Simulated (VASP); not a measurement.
A run of VASP 6.6.1 is set up as follows.

Contents of INCAR:

```
SYSTEM = Ag
  PREC = Accurate
  ENCUT = 520
  EDIFF = 1E-6
  ISMEAR = -1
  SIGMA = 0.05
  LREAL = .False.
  LASPH = .True.
  NELM = 100
  ALGO = Normal
  ISIF = 2
  LWAVE = .False.
  LCHARG = .False.
  GGA = PS
  NBANDS = 12
```

The input KPOINTS:

```
regular mesh
0
Gamma
  16 16 16
  0 0 0
```

Contents of POSCAR:

```
Ag
1.0
    2.0578182291      0.0000000000      0.0000000000
    0.0000000000      2.0578182291      0.0000000000
    0.0000000000      0.0000000000      2.0578182291
Ag
1
Direct
    0.0000000000      0.0000000000      0.0000000000
```

Potentials or basis: VASP PAW PBE potentials, release 64 (Ag).

The run is started by

```sh
$ cat potpaw_PBE.64/Ag/POTCAR > POTCAR
$ mpirun -np 1 vasp_std > vasp.out
```

**Question.** Predict the pressure.

**Answer.** 585.9 GPa.

Caveat: the PAW data sets were made with another functional, which shifts forces and pressure a little.
